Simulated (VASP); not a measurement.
# Si3N4 (Fd-3m) in VASP: notebook

Si3N4 is run at these levels: PBE, r2SCAN; tasks: electric field gradients.

Everything below comes from runs of VASP 6.6.1. Logs are shortened: lines on timing, memory, paths and dates and some standing lists are left out, and cuts for length are marked.

### Step 1. The cell of the first run

Symmetry: Fd-3m, No. 227, cubic system. The conventional cell has a = 7.676 Å, b = 7.676 Å, c = 7.676 Å, α = 90.00°, β = 90.00°, γ = 90.00°. Si (site symmetry -3m) has 6 N at 1.86 Å within 2.5 Å. Within 2.3 Å of Si (site symmetry -43m) lie 4 N at 1.76 Å. N (site symmetry 3m) has 4 Si at 1.76 to 1.86 Å within 2.3 Å.

### Step 2. Electric field gradients, PBE

INCAR reads:

```
SYSTEM = Si3N4
PREC = Accurate
ENCUT = 520
EDIFF = 1E-8
ISMEAR = -1
SIGMA = 0.02
LREAL = .FALSE.
LASPH = .TRUE.
NELM = 100
ALGO = Normal
ISIF = 2
LWAVE = .FALSE.
LCHARG = .FALSE.
GGA = PE
LEFG = .TRUE.
NBANDS = 45
```

KPOINTS reads:

```
Automatic mesh
0
G
  6 6 6
  0 0 0
```

POSCAR reads:

```
Si3N4
1.0
    0.0000000000      3.8382500000      3.8382500000
    3.8382500000      0.0000000000      3.8382500000
    3.8382500000      3.8382500000      0.0000000000
Si N
6 8
Direct
    0.1250000000      0.1250000000      0.1250000000
    0.6250000000      0.1250000000      0.1250000000
    0.1250000000      0.1250000000      0.6250000000
    0.1250000000      0.6250000000      0.1250000000
    0.5000000000      0.5000000000      0.5000000000
    0.7500000000      0.7500000000      0.7500000000
    0.8824000000      0.8824000000      0.8824000000
    0.8972000000      0.3676000000      0.3676000000
    0.8824000000      0.8824000000      0.3528000000
    0.3676000000      0.8972000000      0.3676000000
    0.3528000000      0.8824000000      0.8824000000
    0.3676000000      0.3676000000      0.3676000000
    0.8824000000      0.3528000000      0.8824000000
    0.3676000000      0.3676000000      0.8972000000
```

Potentials or basis: VASP PAW PBE potentials, release 64 (Si, N).

On the command line:

```console
> cat potpaw_PBE.64/Si/POTCAR potpaw_PBE.64/N/POTCAR > POTCAR
> mpirun -np 1 vasp_std > vasp.out
```

OUTCAR:

```text
SYSTEM = Si3N4
   PREC = Accurate
   ENCUT = 520
   EDIFF = 1E-8
   ISMEAR = -1
   LREAL = .FALSE.
   LASPH = .TRUE.
   NELM = 100
   ISIF = 2
   GGA = PE

 ion  position               nearest neighbor table
   1  0.125  0.125  0.125-   8 1.86  10 1.86  11 1.86  13 1.86   9 1.86  14 1.86   2 2.71   3 2.71
                             4 2.71   3 2.71   4 2.71   2 2.71
   2  0.625  0.125  0.125-   9 1.86  14 1.86  13 1.86  10 1.86   7 1.86  12 1.86   1 2.71   3 2.71
                             4 2.71   1 2.71   3 2.71   4 2.71
   3  0.125  0.125  0.625-   8 1.86  10 1.86  11 1.86  13 1.86  12 1.86   7 1.86   1 2.71   1 2.71
                             2 2.71   4 2.71   4 2.71   2 2.71
   4  0.125  0.625  0.125-   9 1.86  14 1.86  11 1.86   8 1.86  12 1.86   7 1.86   1 2.71   3 2.71
                             1 2.71   2 2.71   3 2.71   2 2.71
   5  0.500  0.500  0.500-  12 1.76  10 1.76   8 1.76  14 1.76
   6  0.750  0.750  0.750-   7 1.76   9 1.76  11 1.76  13 1.76
   7  0.882  0.882  0.882-   6 1.76   4 1.86   2 1.86   3 1.86
   8  0.897  0.368  0.368-   5 1.76   3 1.86   4 1.86   1 1.86
   9  0.882  0.882  0.353-   6 1.76   4 1.86   2 1.86   1 1.86
  10  0.368  0.897  0.368-   5 1.76   3 1.86   2 1.86   1 1.86
  11  0.353  0.882  0.882-   6 1.76   3 1.86   4 1.86   1 1.86
  12  0.368  0.368  0.368-   5 1.76   4 1.86   2 1.86   3 1.86
  13  0.882  0.353  0.882-   6 1.76   3 1.86   2 1.86   1 1.86
  14  0.368  0.368  0.897-   5 1.76   4 1.86   2 1.86   1 1.86

  LATTYP: Found a face centered cubic cell.
 ALAT       =     7.6765000000

  Lattice vectors:

 A1 = (   0.0000000000,   3.8382500000,   3.8382500000)
 A2 = (   3.8382500000,   0.0000000000,   3.8382500000)
 A3 = (   3.8382500000,   3.8382500000,   0.0000000000)

Analysis of symmetry for initial positions (statically):
=====================================================================
 Subroutine PRICEL returns:
 Original cell was already a primitive cell.

 Routine SETGRP: Setting up the symmetry group for a
 face centered cubic supercell.

 Subroutine GETGRP returns: Found 48 space group operations
 (whereof 24 operations were pure point group operations)
 out of a pool of 48 trial point group operations.

The static configuration has the point symmetry T_d .
 The point group associated with its full space group is O_h .

Analysis of symmetry for dynamics (positions and initial velocities):
=====================================================================
 Subroutine PRICEL returns:
 Original cell was already a primitive cell.

 Routine SETGRP: Setting up the symmetry group for a
 face centered cubic supercell.

 Subroutine GETGRP returns: Found 48 space group operations
 (whereof 24 operations were pure point group operations)
 out of a pool of 48 trial point group operations.

The dynamic configuration has the point symmetry T_d .
 The point group associated with its full space group is O_h .

 Subroutine INISYM returns: Found 48 space group operations
 (whereof 24 operations are pure point group operations),
 and found     1 'primitive' translations

----------------------------------------------------------------------------------------

                                     Primitive cell

  volume of cell :     113.0914

  direct lattice vectors                    reciprocal lattice vectors
     0.000000000  3.838250000  3.838250000    -0.130267700  0.130267700  0.130267700
     3.838250000  0.000000000  3.838250000     0.130267700 -0.130267700  0.130267700
     3.838250000  3.838250000  0.000000000     0.130267700  0.130267700 -0.130267700

  length of vectors
     5.428105206  5.428105206  5.428105206     0.225630275  0.225630275  0.225630275

  position of ions in fractional coordinates (direct lattice)
     0.125000000  0.125000000  0.125000000
     0.625000000  0.125000000  0.125000000
     0.125000000  0.125000000  0.625000000
     0.125000000  0.625000000  0.125000000
     0.500000000  0.500000000  0.500000000
     0.750000000  0.750000000  0.750000000
     0.882400000  0.882400000  0.882400000
     0.897200000  0.367600000  0.367600000
     0.882400000  0.882400000  0.352800000
     0.367600000  0.897200000  0.367600000
     0.352800000  0.882400000  0.882400000
     0.367600000  0.367600000  0.367600000
     0.882400000  0.352800000  0.882400000
     0.367600000  0.367600000  0.897200000

  ion indices of the primitive-cell ions
   primitive index   ion index
                 1           1
                 2           2
                 3           3
                 4           4
                 5           5
                 6           6
                 7           7
[... 78 lines left out ...]
   POTIM  = 0.5000    time-step for ionic-motion
   TEBEG  =    0.0;   TEEND  =   0.0 temperature during run
   PSTRESS=    0.0 pullay stress
   NELECT =      64.0000    total number of electrons
   NUPDOWN=      -1.0000    fix difference up-down
   EMIN   =  10.00;   EMAX   =-10.00  energy-range for DOS
   EFERMI =   0.00;   METHOD = LEGACY
   ISMEAR =    -1;   SIGMA  =   0.02  broadening in eV -4-tet -1-fermi 0-gaus
   EFERMI_NEDOS =   21; number of points for ismear=-14 and -15
   IALGO  =     38    algorithm
   IMIX   =      4    mixing-type and parameters
     AMIX     =   0.40;   BMIX     =  1.00
     AMIX_MAG =   1.60;   BMIX_MAG =  1.00
  volume/ion in A,a.u.               =       8.08        54.51
  Fermi-wavevector in a.u.,A,eV,Ry     =   1.354123  2.558922 24.948324  1.833650
  Thomas-Fermi vector in A             =   2.481321
   LORBIT       =      0    0 simple, 1 ext, 2 COOP (PROOUT), +10 PAW based schemes
   GGA     = PE    functional components
   LHFCALC =     F    Hartree Fock is set to
   AEXX    =    0.0000 exact exchange contribution
   IVDW    =     0    specifies the selected vdW correction
   LEPSILON=     F    determine dielectric tensor
   LRPA    =     F    only Hartree local field effects (RPA)
 non-spin polarized calculation
  energy-cutoff  :      520.00
  volume of cell :      113.09
 maximum number of plane-waves:      3071
   NGX = 21   NGY = 21   NGZ = 21

 number of electron      64.0000010 magnetization

 Free energy of the ion-electron system (eV)
  ---------------------------------------------------
  ext. energy  EPLUGINS =         0.00000000
  ---------------------------------------------------
  free energy    TOTEN  =      -112.27083525 eV

  energy without entropy =     -112.27083525  energy(sigma->0) =     -112.27083525

 E-fermi :  10.1478     XC(G=0): -12.4262

 val. band max:        9.6745052725   @ k =  -0.1667   0.1667   0.0000
 cond. band min:      13.1839909420   @ k =   0.0000   0.0000   0.0000
 fundamental gap:      3.5094856695
 Fermi energy:        10.1477866907

 k-point     1 :       0.0000    0.0000    0.0000
  band No.  band energies     occupation
      1      -9.5236      2.00000
      2      -6.0860      2.00000
      3      -5.1274      2.00000
      4      -5.1274      2.00000
      5      -5.1274      2.00000
      6      -4.0972      2.00000
[... 741 lines left out ...]
     43      19.8121      0.00000
     44      19.8121      0.00000
 [bands above 44 left out]

------------------------ aborting loop because EDIFF is reached ----------------------------------------

  FORCE on cell =-STRESS in cart. coord.  units (eV):
  Direction    XX          YY          ZZ          XY          YZ          ZX
  --------------------------------------------------------------------------------------
  -------------------------------------------------------------------------------------
  Total        9.8391038      9.8391038      9.8391038     -0.0000000      0.0000000     -0.0000000
  in kB      139.3915198    139.3915198    139.3915198     -0.0000000      0.0000000     -0.0000000
  external PRESSURE =     139.3915198 kB  Pullay stress =       0.0000000 kB

 VOLUME and BASIS-vectors are now :
 -----------------------------------------------------------------------------
  energy-cutoff  :      520.00
  volume of cell :      113.09
      direct lattice vectors                 reciprocal lattice vectors
     0.000000000  3.838250000  3.838250000    -0.130267700  0.130267700  0.130267700
     3.838250000  0.000000000  3.838250000     0.130267700 -0.130267700  0.130267700
     3.838250000  3.838250000  0.000000000     0.130267700  0.130267700 -0.130267700

 POSITION                                       TOTAL-FORCE (eV/Angst)
 -----------------------------------------------------------------------------------
      0.95956      0.95956      0.95956        -0.000000     -0.000000     -0.000000
      0.95956      2.87869      2.87869        -0.000000     -0.000000     -0.000000
      2.87869      2.87869      0.95956        -0.000000     -0.000000     -0.000000
      2.87869      0.95956      2.87869        -0.000000     -0.000000     -0.000000
      3.83825      3.83825      3.83825        -0.000000     -0.000000     -0.000000
      5.75737      5.75737      5.75737        -0.000000     -0.000000     -0.000000
      6.77374      6.77374      6.77374        -0.074639     -0.074639     -0.074639
      2.82188      4.85462      4.85462         0.074639     -0.074639     -0.074639
      4.74101      4.74101      6.77374         0.074639      0.074639     -0.074639
      4.85462      2.82188      4.85462        -0.074639      0.074639     -0.074639
      6.77374      4.74101      4.74101        -0.074639      0.074639      0.074639
      2.82188      2.82188      2.82188         0.074639      0.074639      0.074639
      4.74101      6.77374      4.74101         0.074639     -0.074639      0.074639
      4.85462      4.85462      2.82188        -0.074639     -0.074639      0.074639
 -----------------------------------------------------------------------------------
    total drift:                                0.000000      0.000000     -0.000000

  FREE ENERGIE OF THE ION-ELECTRON SYSTEM (eV)
  ---------------------------------------------------
  free  energy   TOTEN  =      -112.2708352548 eV

  energy  without entropy=     -112.2708352548  energy(sigma->0) =     -112.27083525

 Electric field gradients (V/A^2)
---------------------------------------------------------------------
 ion       V_xx      V_yy      V_zz      V_xy      V_xz      V_yz
---------------------------------------------------------------------
   1       0.000     0.000     0.000    -0.566    -0.566    -0.566
   2      -0.000     0.000     0.000     0.566     0.566    -0.566
   3       0.000     0.000    -0.000    -0.566     0.566     0.566
   4       0.000    -0.000     0.000     0.566    -0.566     0.566
   5      -0.000    -0.000     0.000    -0.000    -0.000    -0.000
   6      -0.000    -0.000     0.000    -0.000    -0.000    -0.000
   7       0.000    -0.000     0.000    13.281    13.281    13.281
   8      -0.001     0.000     0.000   -13.281   -13.281    13.280
   9       0.000     0.000    -0.001    13.280   -13.281   -13.281
  10       0.000    -0.001     0.000   -13.281    13.280   -13.281
  11      -0.001     0.000     0.000   -13.281   -13.281    13.280
  12       0.000     0.000     0.000    13.281    13.281    13.281
  13       0.000    -0.001     0.000   -13.281    13.280   -13.281
  14       0.000     0.000    -0.001    13.280   -13.281   -13.281
---------------------------------------------------------------------

 Electric field gradients after diagonalization (V/A^2)
 (convention: |V_zz| > |V_xx| > |V_yy|)
----------------------------------------------------------------------
 ion       V_xx      V_yy      V_zz     asymmetry (V_yy - V_xx)/ V_zz
----------------------------------------------------------------------
   1       0.566     0.566    -1.132       0.000
   2       0.566     0.566    -1.132       0.000
   3       0.566     0.566    -1.132       0.000
   4       0.566     0.566    -1.132       0.000
   5       0.000     0.000    -0.000       0.000
   6       0.000     0.000    -0.000       0.000
   7     -13.281   -13.281    26.562       0.000
   8     -13.282   -13.280    26.561       0.000
   9     -13.282   -13.280    26.561       0.000
  10     -13.282   -13.280    26.561       0.000
  11     -13.282   -13.280    26.561       0.000
  12     -13.281   -13.281    26.562       0.000
  13     -13.282   -13.280    26.561       0.000
  14     -13.282   -13.280    26.561       0.000
----------------------------------------------------------------------

           NMR quadrupolar parameters

 Cq : quadrupolar parameter    Cq=e*Q*V_zz/h
 eta: asymmetry parameters     (V_yy - V_xx)/ V_zz
 Q  : nuclear electric quadrupole moment in mb (millibarn)
----------------------------------------------------------------------
 ion       Cq(MHz)       eta       Q (mb)
----------------------------------------------------------------------
   1      -0.003       0.000       1.000
   2      -0.003       0.000       1.000
   3      -0.003       0.000       1.000
   4      -0.003       0.000       1.000
   5      -0.000       0.000       1.000
   6      -0.000       0.000       1.000
   7       0.064       0.000       1.000
   8       0.064       0.000       1.000
   9       0.064       0.000       1.000
  10       0.064       0.000       1.000
  11       0.064       0.000       1.000
  12       0.064       0.000       1.000
  13       0.064       0.000       1.000
  14       0.064       0.000       1.000
----------------------------------------------------------------------
```

Wall time 2.6 min (1 thread of Intel Xeon Platinum 8259CL at 2.50GHz (Skylake/Cascade Lake), shared host); peak memory 0.25 GiB.

Results:

```
Free energy                             : -112.2708 eV
Pressure                                : 13.9 GPa
Largest force                           : 0.129 eV/Å
Band gap on the k mesh                  : 3.51 eV (least direct gap 3.54 eV)
Largest electric field gradient by atom : Si -1.1, +0.0 (each value once); N +26.6 V/Å²
```

Forces in eV/Å, atoms in the order of the input:
```
Si   0.000  0.000  0.000
Si   0.000  0.000  0.000
Si   0.000  0.000  0.000
Si   0.000  0.000  0.000
Si   0.000  0.000  0.000
Si   0.000  0.000  0.000
N   -0.075 -0.075 -0.075
N    0.075 -0.075 -0.075
N    0.075  0.075 -0.075
N   -0.075  0.075 -0.075
N   -0.075  0.075  0.075
N    0.075  0.075  0.075
N    0.075 -0.075  0.075
N   -0.075 -0.075  0.075
```

Electric field gradients, principal values (V/Å²):
| atom | least | middle | greatest (by size) |
| --- | --- | --- | --- |
| 1 Si | 0.566 | 0.566 | -1.132 |
| 2 Si | 0.566 | 0.566 | -1.132 |
| 3 Si | 0.566 | 0.566 | -1.132 |
| 4 Si | 0.566 | 0.566 | -1.132 |
| 5 Si | 0.000 | 0.000 | 0.000 |
| 6 Si | 0.000 | 0.000 | 0.000 |
| 7 N | -13.281 | -13.281 | 26.562 |
| 8 N | -13.280 | -13.282 | 26.561 |
| 9 N | -13.280 | -13.282 | 26.561 |
| 10 N | -13.280 | -13.282 | 26.561 |
| 11 N | -13.280 | -13.282 | 26.561 |
| 12 N | -13.281 | -13.281 | 26.562 |
| 13 N | -13.280 | -13.282 | 26.561 |
| 14 N | -13.280 | -13.282 | 26.561 |

Caveat: the cell stands under pressure; without QUAD_EFG the Cq values of the log hold for a quadrupole moment of 1 mb, not for the nuclei.

[end of part 1 of 2]
